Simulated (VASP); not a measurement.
# WC (P-6m2) in VASP: notebook

WC is run at these levels: PBE+D3(BJ); tasks: single point, relaxation of cell and atoms.

Everything below comes from runs of VASP 6.6.1. Logs are shortened: lines on timing, memory, paths and dates and some standing lists are left out, and cuts for length are marked.

## Step 1: The cell of the first run

It takes space group P-6m2 (No. 187, hexagonal). Conventional cell: a = 2.902 Å, b = 2.902 Å, c = 2.833 Å, α = 90.00°, β = 90.00°, γ = 120.00°. W (site symmetry -6m2) has 6 C at 2.19 Å and 2 W at 2.83 Å within 2.9 Å. C (site symmetry -6m2) has 6 W at 2.19 Å and 2 C at 2.83 Å within 2.9 Å.

## Step 2: Single point, PBE+D3(BJ)

INCAR

```
PREC = Accurate ; ENCUT = 520
EDIFF = 1E-7 ; ISMEAR = 0
SIGMA = 0.1 ; LREAL = False
LASPH = True ; NELM = 100
ALGO = Normal ; ISIF = 2
LWAVE = False ; LCHARG = True
GGA = PE ; IVDW = 12
LELF = True ; LVHAR = True
NBANDS = 16
```

KPOINTS

```
regular mesh
0
Gamma
  18 18 14
```

POSCAR

```
WC
1.0
    2.9020923537      0.0000000000      0.0000000000
   -1.4510461768      2.5132857024      0.0000000000
    0.0000000000      0.0000000000      2.8327426168
W C
1 1
Direct
    0.0000000000      0.0000000000      0.0000000000
    0.6666666667      0.3333333333      0.5000000000
```

Potentials or basis: VASP PAW PBE potentials, release 64 (W_sv, C).

On the command line:

```console
> cat potpaw_PBE.64/W_sv/POTCAR potpaw_PBE.64/C/POTCAR > POTCAR
> mpirun -np 1 vasp_std > vasp.out
```

OUTCAR:

```text
PREC = Accurate
   ENCUT = 520
   EDIFF = 1E-7
   ISMEAR = 0
   LREAL = False
   LASPH = True
   NELM = 100
   ISIF = 2
   GGA = PE
   IVDW = 12
 IVDW          = 12

 ion  position               nearest neighbor table
   1  0.000  0.000  0.000-   2 2.19   2 2.19   2 2.19   2 2.19   2 2.19   2 2.19
   2  0.667  0.333  0.500-   1 2.19   1 2.19   1 2.19   1 2.19   1 2.19   1 2.19

  LATTYP: Found a hexagonal cell.
 ALAT       =     2.9020923537
 C/A-ratio  =     0.9761035389

  Lattice vectors:

 A1 = (   2.9020923537,   0.0000000000,   0.0000000000)
 A2 = (  -1.4510461768,   2.5132857024,   0.0000000000)
 A3 = (   0.0000000000,   0.0000000000,   2.8327426168)

Analysis of symmetry for initial positions (statically):
=====================================================================
 Subroutine PRICEL returns:
 Original cell was already a primitive cell.

 Routine SETGRP: Setting up the symmetry group for a
 hexagonal supercell.

 Subroutine GETGRP returns: Found 12 space group operations
 (whereof 12 operations were pure point group operations)
 out of a pool of 24 trial point group operations.

The static configuration has the point symmetry D_3h.

Analysis of symmetry for dynamics (positions and initial velocities):
=====================================================================
 Subroutine PRICEL returns:
 Original cell was already a primitive cell.

 Routine SETGRP: Setting up the symmetry group for a
 hexagonal supercell.

 Subroutine GETGRP returns: Found 12 space group operations
 (whereof 12 operations were pure point group operations)
 out of a pool of 24 trial point group operations.

The dynamic configuration has the point symmetry D_3h.

 Subroutine INISYM returns: Found 12 space group operations
 (whereof 12 operations are pure point group operations),
 and found     1 'primitive' translations

----------------------------------------------------------------------------------------

                                     Primitive cell

  volume of cell :      20.6614

  direct lattice vectors                    reciprocal lattice vectors
     2.902092354  0.000000000  0.000000000     0.344578972  0.198942762  0.000000000
    -1.451046177  2.513285702  0.000000000     0.000000000  0.397885525  0.000000000
     0.000000000  0.000000000  2.832742617     0.000000000  0.000000000  0.353014776

  length of vectors
     2.902092354  2.902092354  2.832742617     0.397885525  0.397885525  0.353014776

  position of ions in fractional coordinates (direct lattice)
     0.000000000  0.000000000  0.000000000
     0.666666667  0.333333333  0.500000000

  ion indices of the primitive-cell ions
   primitive index   ion index
                 1           1
                 2           2

----------------------------------------------------------------------------------------

 KPOINTS: regular mesh

Automatic generation of k-mesh.
 Grid dimensions read from file:
 generate k-points for:   18   18   14

 Generating k-lattice:

  Cartesian coordinates                     Fractional coordinates (reciprocal lattice)
     0.019143276  0.011052376  0.000000000     0.055555556  0.000000000  0.000000000
     0.000000000  0.022104751  0.000000000     0.000000000  0.055555556  0.000000000
     0.000000000  0.000000000  0.025215341     0.000000000  0.000000000  0.071428571

  Length of vectors
     0.022104751  0.022104751  0.025215341

  Shift w.r.t. Gamma in fractional coordinates (k-lattice)
     0.000000000  0.000000000  0.000000000

 Subroutine IBZKPT returns following result:
 ===========================================

 Found    296 irreducible k-points:

 Following reciprocal coordinates:
            Coordinates               Weight
  0.000000  0.000000  0.000000      1.000000
  0.055556 -0.000000  0.000000      6.000000
  0.111111 -0.000000  0.000000      6.000000
  0.166667 -0.000000  0.000000      6.000000
  0.222222 -0.000000  0.000000      6.000000
  0.277778 -0.000000  0.000000      6.000000
[... 16 lines left out ...]
  0.333333  0.111111  0.000000     12.000000
  0.388889  0.111111  0.000000     12.000000
 [... further k-points ...]
   k-points           NKPTS =    296   k-points in BZ     NKDIM =    296   number of bands    NBANDS=     16
   number of dos      NEDOS =    301   number of ions     NIONS =      2
   total plane-waves  NPLWV =  13824
   dimension x,y,z NGX =    24 NGY =   24 NGZ =   24
   dimension x,y,z NGXF=    48 NGYF=   48 NGZF=   48
   ions per type =               1   1
   NGX,Y,Z   is equivalent  to a cutoff of  13.75, 13.75, 14.08 a.u.
   NGXF,Y,Z  is equivalent  to a cutoff of  27.50, 27.50, 28.17 a.u.
 SYSTEM =  unknown system
   PREC   = accura    normal or accurate (medium, high low for compatibility)
   ISTART =      0    job   : 0-new  1-cont  2-samecut
   ICHARG =      2    charge: 1-file 2-atom 10-const
   ISPIN  =      1    spin polarized calculation?
   LNONCOLLINEAR =      F non collinear calculations
   LSORBIT =      F    spin-orbit coupling
   LASPH  =      T    aspherical Exc in radial PAW
   ENCUT  =  520.0 eV  38.22 Ry    6.18 a.u.   5.40  5.40  5.27*2*pi/ulx,y,z
   NELM   =    100;   NELMIN=  2; NELMDL= -5     # of ELM steps
   EDIFF  = 0.1E-06   stopping-criterion for ELM
   LREAL  =      F    real-space projection
   EDIFFG = 0.1E-05   stopping-criterion for IOM
   NSW    =      0    number of steps for IOM
   IBRION =     -1    ionic relax: 0-MD 1-quasi-New 2-CG
   NFREE  =      0    steps in history (QN), initial steepest desc. (CG)
   ISIF   =      2    stress and relaxation
   ISYM   =      2    0-nonsym 1-usesym 2-fastsym
   POTIM  = 0.5000    time-step for ionic-motion
   TEBEG  =    0.0;   TEEND  =   0.0 temperature during run
   PSTRESS=    0.0 pullay stress
   NELECT =      18.0000    total number of electrons
   NUPDOWN=      -1.0000    fix difference up-down
   EMIN   =  10.00;   EMAX   =-10.00  energy-range for DOS
   EFERMI =   0.00;   METHOD = LEGACY
   ISMEAR =     0;   SIGMA  =   0.10  broadening in eV -4-tet -1-fermi 0-gaus
   EFERMI_NEDOS =   21; number of points for ismear=-14 and -15
   IALGO  =     38    algorithm
   IMIX   =      4    mixing-type and parameters
     AMIX     =   0.40;   BMIX     =  1.00
     AMIX_MAG =   1.60;   BMIX_MAG =  1.00
  volume/ion in A,a.u.               =      10.33        69.72
  Fermi-wavevector in a.u.,A,eV,Ry     =   1.563552  2.954684 33.262083  2.444694
  Thomas-Fermi vector in A             =   2.666306
   LORBIT       =      0    0 simple, 1 ext, 2 COOP (PROOUT), +10 PAW based schemes
   GGA     = PE    functional components
   LHFCALC =     F    Hartree Fock is set to
   AEXX    =    0.0000 exact exchange contribution
   IVDW    =    12    specifies the selected vdW correction
   LEPSILON=     F    determine dielectric tensor
   LRPA    =     F    only Hartree local field effects (RPA)
 non-spin polarized calculation
 Gauss-broadening in eV      SIGMA  =   0.10
  energy-cutoff  :      520.00
  volume of cell :       20.66
 maximum number of plane-waves:       580
 NGX is ok and might be reduce to    24
   NGX = 11   NGY = 11   NGZ = 11

 number of electron      18.0000000 magnetization

 Free energy of the ion-electron system (eV)
  ---------------------------------------------------
  ext. energy  EPLUGINS =         0.00000000
  ---------------------------------------------------
  free energy    TOTEN  =       -22.43826800 eV

  energy without entropy =      -22.43695576  energy(sigma->0) =      -22.43761188

 E-fermi :  11.1348     XC(G=0): -13.8244

 val. band max:       11.0978912064   @ k =   0.1111  -0.0000   0.3571
 cond. band min:      11.1455852193   @ k =   0.4444  -0.0000   0.5000
 fundamental gap:      0.0476940129
 Fermi energy:        11.1348300985

 k-point     1 :       0.0000    0.0000    0.0000
  band No.  band energies     occupation
      1     -62.8522      2.00000
      2     -26.8319      2.00000
      3     -26.7299      2.00000
      4     -26.7299      2.00000
      5      -3.3421      2.00000
      6       6.8042      2.00000
[... 8 lines left out ...]
     15      25.5301      0.00000
     16      27.9217      0.00000

 k-point     2 :       0.0556   -0.0000    0.0000
  band No.  band energies     occupation
      1     -62.8504      2.00000
      2     -26.8285      2.00000
      3     -26.7563      2.00000
      4     -26.7359      2.00000
      5      -3.2600      2.00000
      6       6.8358      2.00000
[... 8 lines left out ...]
     15      25.3398      0.00000
     16      28.0949      0.00000

 k-point     3 :       0.1111   -0.0000    0.0000
  band No.  band energies     occupation
      1     -62.8452      2.00000
      2     -26.8317      2.00000
      3     -26.8187      2.00000
      4     -26.7530      2.00000
      5      -3.0202      2.00000
      6       6.8105      2.00000
[... 8 lines left out ...]
     15      25.0237      0.00000
     16      28.5943      0.00000

 k-point     4 :       0.1667   -0.0000    0.0000
  band No.  band energies     occupation
      1     -62.8373      2.00000
      2     -26.9456      2.00000
      3     -26.8038      2.00000
      4     -26.7790      2.00000
      5      -2.6416      2.00000
      6       6.4363      2.00000
[... 8 lines left out ...]
     15      24.8563      0.00000
     16      29.3646      0.00000
[... 324 lines left out ...]
 k-point    22 :       0.2778    0.1111    0.0000
  band No.  band energies     occupation
      1     -62.8050      2.00000
      2     -27.3542      2.00000
      3     -26.9255      2.00000
      4     -26.7421      2.00000
      5      -0.8414      2.00000
      6       4.8196      2.00000
[... 8 lines left out ...]
     15      26.3212      0.00000
     16      27.7779      0.00000

 k-point    23 :       0.3333    0.1111    0.0000
  band No.  band energies     occupation
      1     -62.7975      2.00000
      2     -27.4455      2.00000
      3     -26.9581      2.00000
      4     -26.7279      2.00000
      5      -0.3266      2.00000
      6       4.4782      2.00000
[... 8 lines left out ...]
     15      25.8459      0.00000
     16      28.0164      0.00000

 k-point    24 :       0.3889    0.1111    0.0000
  band No.  band energies     occupation
      1     -62.7926      2.00000
      2     -27.5044      2.00000
      3     -26.9793      2.00000
      4     -26.7185      2.00000
      5       0.0489      2.00000
      6       4.2511      2.00000
[... 8 lines left out ...]
     15      24.9917      0.00000
     16      28.7149      0.00000

 [... further k-points ...]

------------------------ aborting loop because EDIFF is reached ----------------------------------------

 Edisp (eV)   -0.92783

 E8    (eV) :    -0.4254

  FORCE on cell =-STRESS in cart. coord.  units (eV):
  Direction    XX          YY          ZZ          XY          YZ          ZX
  --------------------------------------------------------------------------------------
  -------------------------------------------------------------------------------------
  Total       0.13074     0.13074     0.17215     0.00000     0.00000    -0.00000
  in kB      10.13817    10.13817    13.34928     0.00000     0.00000    -0.00000
  external pressure =       11.21 kB  Pullay stress =        0.00 kB

 VOLUME and BASIS-vectors are now :
 -----------------------------------------------------------------------------
  energy-cutoff  :      520.00
  volume of cell :       20.66
      direct lattice vectors                 reciprocal lattice vectors
     2.902092354  0.000000000  0.000000000     0.344578972  0.198942762  0.000000000
    -1.451046177  2.513285702  0.000000000     0.000000000  0.397885525  0.000000000
     0.000000000  0.000000000  2.832742617     0.000000000  0.000000000  0.353014776

 POSITION                                       TOTAL-FORCE (eV/Angst)
 -----------------------------------------------------------------------------------
      0.00000      0.00000      0.00000        -0.000000      0.000000      0.000000
      1.45105      0.83776      1.41637         0.000000     -0.000000      0.000000
 -----------------------------------------------------------------------------------
    total drift:                                0.000000     -0.000000      0.000000

  FREE ENERGIE OF THE ION-ELECTRON SYSTEM (eV)
  ---------------------------------------------------
  free  energy   TOTEN  =       -23.3660959733 eV

  energy  without entropy=      -23.3647837268  energy(sigma->0) =      -23.36543985
```

Wall time 48 s (1 thread of Intel Xeon Platinum 8375C at 2.90GHz (Ice Lake), shared host); peak memory 0.23 GiB.

What came out:

| Property | Result |
| --- | --- |
| Free energy | -23.3661 eV |
| Pressure | 1.1 GPa |
| Band gap on the k mesh | zero (band 9 reaches 11.76 eV, above the bottom of band 10 at 10.55 eV) |
| Dispersion energy per atom | -0.464 eV |

Caveat: spin-orbit coupling is left out, which moves the levels of the heavy elements; pairwise dispersion overbinds metals, which lowers pressure and volume.

## Step 3: Relaxation of cell and atoms, PBE+D3(BJ)

This run uses another cell than the first one, of 10.52 Å³/atom, 1.019 times its volume.

INCAR

```
PREC     = Accurate       # precision mode
ENCUT    = 600            # plane-wave cutoff, eV
EDIFF    = 1E-6           # SCF threshold, eV
ISMEAR   = 0              # smearing method
SIGMA    = 0.1            # smearing width, eV
LREAL    = False          # projectors in reciprocal space
LASPH    = True           # aspherical terms in the spheres
NELM     = 100            # most SCF steps
ALGO     = Normal         # electronic algorithm
ISIF     = 3              # what is computed and relaxed
LWAVE    = False          # write WAVECAR
LCHARG   = False          # write CHGCAR
GGA      = PE             # functional
IVDW     = 12             # dispersion correction
IBRION   = 2              # ionic algorithm
NSW      = 70             # ionic steps
EDIFFG   = -0.005         # ionic threshold
```

KPOINTS is that of step 2.

POSCAR

```
WC
1.0
    2.9216789062      0.0000000000      0.0000000000
   -1.4608394531      2.5302481545      0.0000000000
    0.0000000000      0.0000000000      2.8470525963
W C
1 1
Direct
    0.0000000000      0.0000000000      0.0000000000
    0.6666666667      0.3333333333      0.5000000000
```

Potentials or basis: VASP PAW PBE potentials, release 64 (W_sv, C).

On the command line:

```console
> cat potpaw_PBE.64/W_sv/POTCAR potpaw_PBE.64/C/POTCAR > POTCAR
> mpirun -np 1 vasp_std > vasp.out
```

OUTCAR:

```text
PREC = Accurate
   ENCUT = 600
   EDIFF = 1E-6
   ISMEAR = 0
   LREAL = False
   LASPH = True
   NELM = 100
   ISIF = 3
   GGA = PE
   IVDW = 12
   IBRION = 2
   NSW = 70
   EDIFFG = -0.005
 IVDW          = 12

 ion  position               nearest neighbor table
   1  0.000  0.000  0.000-   2 2.21   2 2.21   2 2.21   2 2.21   2 2.21   2 2.21
   2  0.667  0.333  0.500-   1 2.21   1 2.21   1 2.21   1 2.21   1 2.21   1 2.21

  LATTYP: Found a hexagonal cell.
 ALAT       =     2.9216789062
 C/A-ratio  =     0.9744577305

  Lattice vectors:

 A1 = (   2.9216789062,   0.0000000000,   0.0000000000)
 A2 = (  -1.4608394531,   2.5302481545,   0.0000000000)
 A3 = (   0.0000000000,   0.0000000000,   2.8470525963)

Analysis of symmetry for initial positions (statically):
=====================================================================
 Subroutine PRICEL returns:
 Original cell was already a primitive cell.

 Routine SETGRP: Setting up the symmetry group for a
 hexagonal supercell.

[... 376 lines left out ...]
  energy without entropy =      -22.44083847  energy(sigma->0) =      -22.44149956

 E-fermi :  11.0979     XC(G=0): -13.8105

 val. band max:       11.0637348017   @ k =   0.1111  -0.0000   0.3571
 cond. band min:      11.1054275844   @ k =   0.4444  -0.0000   0.5000
 fundamental gap:      0.0416927827
 Fermi energy:        11.0978966472

 k-point     1 :       0.0000    0.0000    0.0000
  band No.  band energies     occupation
      1     -62.8932      2.00000
      2     -26.8732      2.00000
      3     -26.7715      2.00000
      4     -26.7715      2.00000
      5      -3.3587      2.00000
      6       6.7825      2.00000
      7       7.7681      2.00000
      8       7.7681      2.00000
      9      11.1903      0.19126
     10      14.3501      0.00000
     11      14.3501      0.00000
     12      16.7394      0.00000
     13      16.7394      0.00000
[... 354 lines left out ...]
  band No.  band energies     occupation
      1     -62.8343      2.00000
      2     -27.5396      2.00000
      3     -27.0189      2.00000
      4     -26.7609      2.00000
      5       0.0237      2.00000
      6       4.2281      2.00000
      7       7.4911      2.00000
      8       7.5826      2.00000
      9      10.6076      2.00000
     10      12.9351      0.00000
     11      14.6772      0.00000
     12      15.9320      0.00000
     13      18.6475      0.00000

 [... further k-points ...]

------------------------ aborting loop because EDIFF is reached ----------------------------------------

 Edisp (eV)   -0.92547

 E8    (eV) :    -0.4243
[... 25 lines left out ...]
  FREE ENERGIE OF THE ION-ELECTRON SYSTEM (eV)
  ---------------------------------------------------
  free  energy   TOTEN  =       -23.3676310394 eV

  energy  without entropy=      -23.3663088643  energy(sigma->0) =      -23.36696995

 reached required accuracy - stopping structural energy minimisation
```

OSZICAR:

```text
N       E                     dE             d eps       ncg     rms          rms(c)
DAV:   1     0.120787819153E+03    0.12079E+03   -0.10677E+04  7712   0.170E+03
DAV:   2    -0.210381696456E+02   -0.14183E+03   -0.13817E+03  8701   0.408E+02
DAV:   3    -0.254850578346E+02   -0.44469E+01   -0.43881E+01  9541   0.651E+01
[... 44 lines left out ...]
       N       E                     dE             d eps       ncg     rms          rms(c)
DAV:   1    -0.224423864305E+02   -0.43340E-03   -0.80437E-03  7731   0.108E+00    0.749E-02
DAV:   2    -0.224422204521E+02    0.16598E-03   -0.32928E-04  8151   0.181E-01    0.402E-02
DAV:   3    -0.224421607788E+02    0.59673E-04   -0.14425E-04  8366   0.111E-01    0.149E-02
DAV:   4    -0.224421606462E+02    0.13255E-06   -0.39315E-06  7880   0.209E-02
   6 F= -.23367631E+02 E0= -.23366970E+02  d E =-.778362E-04
```

Run time: 5.3 min. Hardware: 1 thread of AMD EPYC 7R13, shared host; peak memory 0.22 GiB.

What came out:

- Free energy: -23.3676 eV
- Relaxed volume: 10.36 Å³/atom
- Relaxed cell: a = 2.904 Å, b = 2.904 Å, c = 2.835 Å, α = 90.00°, β = 90.00°, γ = 120.00°
- Space group after relaxing (to 0.05 Å): P-6m2 (No. 187)
- Energy gained by relaxing: 3.3 meV/atom
- Ionic steps: 6
- Pressure after relaxing: 0.0 GPa
- Band gap on the k mesh: zero (band 9 reaches 11.73 eV, above the bottom of band 10 at 10.52 eV)
- Dispersion energy per atom: -0.463 eV

The path:
```tsv
step	energy change (eV)	largest force (eV/Å)	pressure (GPa)	volume (Å³)
1	0.0000	0.0000	-6.14	21.05
2	0.0432	0.0000	18.96	19.84
3	-0.0064	0.0000	-0.07	20.72
4	-0.0064	0.0000	0.02	20.72
5	-0.0064	0.0000	0.00	20.71
6	-0.0065	0.0000	0.01	20.71
```

Final structure:
```xyz
2
Lattice="2.9043 0.0000 0.0000 -1.4521 2.5152 0.0000 0.0000 0.0000 2.8354" Properties=species:S:1:pos:R:3 pbc="T T T"
W    -1.4521    2.5152    0.0000
C     1.4521    0.8384    1.4177
```

Levels at points of the mesh, in eV from the Fermi level:
| k point | band 7 | band 8 | band 9 | band 10 | band 11 | band 12 |
| --- | --- | --- | --- | --- | --- | --- |
| (0.00, 0.00, 0.00) | -3.33 | -3.33 | 0.09 | 3.25 | 3.25 | 5.64 |
| (0.50, 0.00, 0.00) | -3.62 | -3.57 | -0.46 | 2.36 | 4.55 | 4.91 |
| (0.00, 0.00, 0.50) | -2.01 | -2.01 | -0.58 | -0.58 | 3.68 | 4.54 |
| (0.50, 0.00, 0.50) | -4.31 | -4.19 | 0.29 | 4.45 | 5.33 | 6.66 |

Caveat: spin-orbit coupling is left out, which moves the levels of the heavy elements; pairwise dispersion overbinds metals, which lowers pressure and volume.
